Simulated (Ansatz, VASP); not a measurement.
# SrCl2 in VASP and in Ansatz

File POSCAR:

```
SrCl2
1.0
    0.0000000000      3.4855000000      3.4855000000
    3.4855000000      0.0000000000      3.4855000000
    3.4855000000      3.4855000000      0.0000000000
Sr Cl
1 2
Direct
    0.0000000000      0.0000000000      0.0000000000
    0.2428274279      0.2571725721      0.2571725721
    0.7428274279      0.7571725721      0.7571725721
```

Contents of INCAR.step1:

```
ALGO = Normal
EDIFF = 1E-4
ENCUT = 520
GGA = PE
ISMEAR = 0
LASPH = T
LCHARG = F
LREAL = F
LWAVE = T
NBANDS = 19
NELM = 100
PREC = Accurate
SIGMA = 0.05
```

INCAR.step2

```
ALGO = Normal
EDIFF = 1E-6
ENCUT = 520
ISIF = 2
ISMEAR = 0
ISTART = 1
LASPH = T
LCHARG = F
LMIXTAU = T
LREAL = F
LWAVE = F
METAGGA = R2SCAN
NBANDS = 19
NELM = 100
PREC = Accurate
SIGMA = 0.05
```

The input KPOINTS:

```
k-points
0
Gamma
  6 6 6
```

Input for Ansatz:

```yaml
crystal:
  lattice:
    - [0.0, 3.4855, 3.4855]
    - [3.4855, 0.0, 3.4855]
    - [3.4855, 3.4855, 0.0]
  atoms:
    - { symbol: Sr, position: [0.0, 0.0, 0.0] }
    - { symbol: Cl, position: [0.2428274279, 0.2571725721, 0.2571725721] }
    - { symbol: Cl, position: [0.7428274279, 0.7571725721, 0.7571725721] }
basis:
  ecutwfc: 500
kpoints:
  mp_grid: { grid: [6, 6, 6] }
hamiltonian:
  xc: r2scan
scf:
  occupations: { method: gaussian, width: 0.05 }
output:
  forces: true
  stress: true
  eigenvalues: true
```

Change from the starting cell: all Cl atoms moved +0.050 Å, as atom 2 along Cartesian [1 0 0].

Alike in both runs: task single point; functional r2SCAN; k mesh 6 × 6 × 6; occupations gaussian, width 0.05 eV; no spin polarisation.

|  | VASP | Ansatz |
| --- | --- | --- |
| version | VASP 6.6.1 | Ansatz 0.2.0 |
| potentials or method | VASP PAW PBE potentials, release 64 (Sr_sv, Cl), cutoff 520 eV | scalar-relativistic, plane waves, PAW |
| valence electrons in the cell | 24 | 24 |

Ansatz gave:

| Property | Result |
| --- | --- |
| gap on the k mesh at the Fermi level (eV) | 5.97 |
| least direct gap on the mesh (eV) | 5.99 |
| pressure (GPa) | 0.4 |
| rms of the force components (eV/Å) | 0.060 |

**Question.** Which values does VASP return?

**Answer.** gap on the k mesh at the Fermi level (eV): 5.97; least direct gap on the mesh (eV): 5.99; pressure (GPa): 0.5; rms of the force components (eV/Å): 0.061.

VASP's potentials were made for PBE, not for r2SCAN. Atom by atom the forces differ by 0.001 eV/Å (rms over components). With one functional, cell and mesh, what is left measures potentials, basis and numerics.
